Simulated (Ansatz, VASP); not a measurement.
Te: VASP beside Ansatz

File POSCAR:

```
Te
1.0
    4.4540000000      0.0000000000      0.0000000000
   -2.2270000000      3.8572771485      0.0000000000
    0.0000000000      0.0000000000      5.9240000000
Te
3
Direct
    0.7310000000      0.7310000000      0.0000000000
    0.0000000000      0.2690000000      0.6666666667
    0.2690000000      0.0000000000      0.3333333333
```

File INCAR.step1:

```
PREC = Accurate
ENCUT = 520
EDIFF = 1E-5
ISMEAR = -1
SIGMA = 0.05
LREAL = False
LASPH = True
NELM = 100
ALGO = Normal
ISIF = 2
LWAVE = True
LCHARG = False
GGA = PE
NBANDS = 16
```

The input INCAR.step2:

```
PREC = Accurate
ENCUT = 520
EDIFF = 1E-6
ISMEAR = -1
SIGMA = 0.05
LREAL = False
LASPH = True
NELM = 100
ALGO = Normal
ISIF = 2
LWAVE = False
LCHARG = False
GGA = PS
LHFCALC = True
AEXX = 0.25
PRECFOCK = Normal
ISTART = 1
NBANDS = 16
```

File KPOINTS:

```
Automatic mesh
0
Gamma
  4 4 3
```

Contents of input.yaml:

```yaml
crystal:
  lattice:
    - [4.454, 0.0, 0.0]
    - [-2.227, 3.8572771485, 0.0]
    - [0.0, 0.0, 5.924]
  atoms:
    - { symbol: Te, position: [0.731, 0.731, 0.0] }
    - { symbol: Te, position: [0.0, 0.269, 0.6666666667] }
    - { symbol: Te, position: [0.269, 0.0, 0.3333333333] }
hamiltonian:
  xc: { exchange: pbesol, correlation: pbesol, exx: { coeff: 0.25 } }
  pseudopotentials: { kind: paw }
kpoints:
  mp_grid: { grid: [4, 4, 3] }
  band_path:
    path:
      - [[0.0, 0.0, 0.0], [0.5, 0.0, 0.0], [0.3333333333, 0.3333333333, 0.0], [0.0, 0.0, 0.0], [0.0, 0.0, 0.5], [0.5, 0.0, 0.5], [0.3333333333, 0.3333333333, 0.5], [0.0, 0.0, 0.5]]
      - [[0.5, 0.0, 0.5], [0.5, 0.0, 0.0]]
      - [[0.3333333333, 0.3333333333, 0.0], [0.3333333333, 0.3333333333, 0.5]]
    npoints: 4
scf:
  occupations: { method: fermi_dirac, width: 0.05 }
  n_extra_bands: 7
output:
  forces: true
  stress: true
  eigenvalues: true
  fatbands: false
```

Alike in both runs: functional PBEsol-based global hybrid with a share of 0.25 of exact exchange; k mesh 4 × 4 × 3; occupations fermi-dirac, width 0.05 eV; no spin polarisation.

|  | VASP | Ansatz |
| --- | --- | --- |
| version | VASP 6.6.1 | Ansatz 0.2.0 |
| potentials or method | VASP PAW PBE potentials, release 64 (Te) | Ansatz PAW |
| plane-wave cutoff (eV) | 520 | 420 |
| valence electrons in the cell | 18 | 48 |
| task | single point | band structure |

```tsv
	VASP	Ansatz	Ansatz less VASP
gap on the k mesh at the Fermi level (eV)	1.88	1.85	-0.035
pressure (GPa)	-2.3	-1.8	+0.53
traceless stress, the component that is largest in VASP (GPa)	-0.96	-0.85	+0.107
rms of the force components (eV/Å)	0.233	0.240	+0.0068
```

VASP's potentials were made for PBE, not for PBEsol-based global hybrid. Atom by atom the forces differ by 0.007 eV/Å (rms over components). VASP's potentials hold 18 valence electrons a cell and Ansatz's 48, so a difference there can come from the potentials and not from the codes.

Neither program's run includes spin-orbit coupling.
